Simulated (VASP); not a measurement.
Si4Hg: relaxation of cell and atoms with PBE

The system is Si4Hg.

```
Si Hg
1.0
    -2.24938    2.24938    4.55825
     2.24938   -2.24938    4.55825
     2.24938    2.24938   -4.55825
Si Hg
4 1
Cartesian
  0.0000 2.2494 2.2791
  0.0000 0.0000 3.3603
  0.0000 0.0000 5.7562
  2.2494 0.0000 2.2791
  0.0000 0.0000 0.0000
```

The cell was built from a structure type or drawn by symmetry, and may not be a known phase.

```yaml
Program: VASP 6.6.1
Task: relaxation of cell and atoms
Functional: PBE
Potentials_or_basis: VASP PAW PBE potentials, release 64 (Si, Hg)
Cutoff: 500 eV
k_mesh: 12 × 12 × 12
Occupations: gaussian, width 0.1 eV
Spin: no spin polarisation
Dipole_correction: no
Further_INCAR_settings: ALGO = Normal; EDIFF = 1e-07; IBRION = 2; EDIFFG = -0.01; NSW = 100; ISIF = 3
```

* Relaxed volume: 18.50 Å³/atom
* Relaxed cell: a = 5.544 Å, b = 5.544 Å, c = 5.544 Å, α = 131.91°, β = 131.91°, γ = 70.37°
* Space group after relaxing (to 0.1 Å): I4/mmm (No. 139)
* Energy gained by relaxing: 0.4 meV/atom
* Ionic steps: 5
* Pressure after relaxing: 0.0 GPa
* Largest force after relaxing: 0.007 eV/Å
* Band gap on the k mesh: zero (bands 14 and 15 overlap by 4.53 eV)

Forces on the atoms (eV/Å):
```
Si   0.000  0.000  0.000
Si   0.000  0.000 -0.007
Si   0.000  0.000  0.007
Si   0.000  0.000  0.000
Hg   0.000  0.000  0.000
```

The path:
```csv
step,energy change (eV),largest force (eV/Å),pressure (GPa),volume (Å³)
1,0.0000,0.0168,0.21,92.25
2,-0.0012,0.0477,-0.08,92.58
3,-0.0013,0.0602,-0.20,92.72
4,-0.0018,0.0157,-0.04,92.54
5,-0.0018,0.0067,0.00,92.50
```

Final structure:
```cif
data_structure
_symmetry_space_group_name_H-M 'P 1'
_symmetry_Int_Tables_number 1
_cell_length_a 5.5444
_cell_length_b 5.5444
_cell_length_c 5.5444
_cell_angle_alpha 131.911
_cell_angle_beta 131.911
_cell_angle_gamma 70.369
_cell_volume 92.50
loop_
_atom_site_label
_atom_site_type_symbol
_atom_site_fract_x
_atom_site_fract_y
_atom_site_fract_z
_atom_site_occupancy
Si1 Si 0.75000 0.25000 0.50000 1
Si2 Si 0.36800 0.36800 0.00000 1
Si3 Si 0.63200 0.63200 0.00000 1
Si4 Si 0.25000 0.75000 0.50000 1
Hg1 Hg 0.00000 0.00000 0.00000 1
```

Levels at points of the mesh, in eV from the Fermi level:
```
           k point  band 12  band 13  band 14  band 15  band 16  band 17
(0.00, 0.00, 0.00)    -2.30    -2.14    -1.93    -1.93     0.20     1.72
(0.50, 0.00, 0.00)    -3.03    -2.70    -1.23     1.17     2.48     2.55
(0.50, 0.50, 0.00)    -1.76    -1.43    -0.29     0.96     3.21     3.38
(0.50, 0.50, 0.50)    -0.87    -0.29    -0.29     0.98     1.47     3.17
```

It took 12 min on 1 thread of AMD EPYC 9R45 96-Core Processor (Zen 5), with other jobs on the host, peak memory 0.4 GiB.

Caveat: spin-orbit coupling is left out, which moves the levels of the heavy elements.
